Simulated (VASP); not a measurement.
Wanted: the native input for a VASP 6.6.1 run.

| Quantity | Value |
| --- | --- |
| Task | single point |
| Functional | LDA |
| Potentials or basis | VASP PAW LDA potentials, release 64 (Zn) |
| Cutoff | 520 eV |
| k mesh | 21 × 21 × 10 |
| Occupations | gaussian, width 0.15 eV |
| Spin | no spin polarisation |
| Dipole correction | no |
| Further INCAR settings | ALGO = Fast; EDIFF = 1e-06; NBANDS = 19 |

The structure of Zn lies in POSCAR:

```
Zn
1.0
    2.5848541116      0.0000000000      0.0000000000
   -1.2924270558      2.2385493257      0.0000000000
    0.0000000000      0.0000000000      5.0951010000
Zn
2
Direct
    0.3333333333      0.6666666667      0.2500000000
    0.6666666667      0.3333333333      0.7500000000
```

This cell differs from its parent crystal: strain -0.030 along x and y, +0.030 along z.

The input as run:

INCAR

```
SYSTEM = Zn
  PREC = Accurate
  ENCUT = 520
  EDIFF = 1E-6
  ISMEAR = 0
  SIGMA = 0.15
  LREAL = .FALSE.
  LASPH = .TRUE.
  NELM = 80
  ALGO = Fast
  ISIF = 2
  LWAVE = .FALSE.
  LCHARG = .FALSE.
  GGA = CA
  NBANDS = 19
```

KPOINTS

```
regular mesh
0
G
  21 21 10
  0 0 0
```

Potentials or basis: VASP PAW LDA potentials, release 64 (Zn).

Run with:

```sh
$ cat potpaw_LDA.64/Zn/POTCAR > POTCAR
$ mpirun -np 1 vasp_std > vasp.out
```

It gave:

The pressure is -4.7 GPa and the band gap on the k mesh is zero (band 12 reaches 4.87 eV, above the bottom of band 13 at -0.64 eV).

Caveat: the cell differs from its parent crystal (strain -0.030 along x and y, +0.030 along z).

It took 54 s on 1 thread of Intel(R) Xeon(R) 6975P-C (Granite Rapids), on a shared host, peak memory 0.22 GiB.
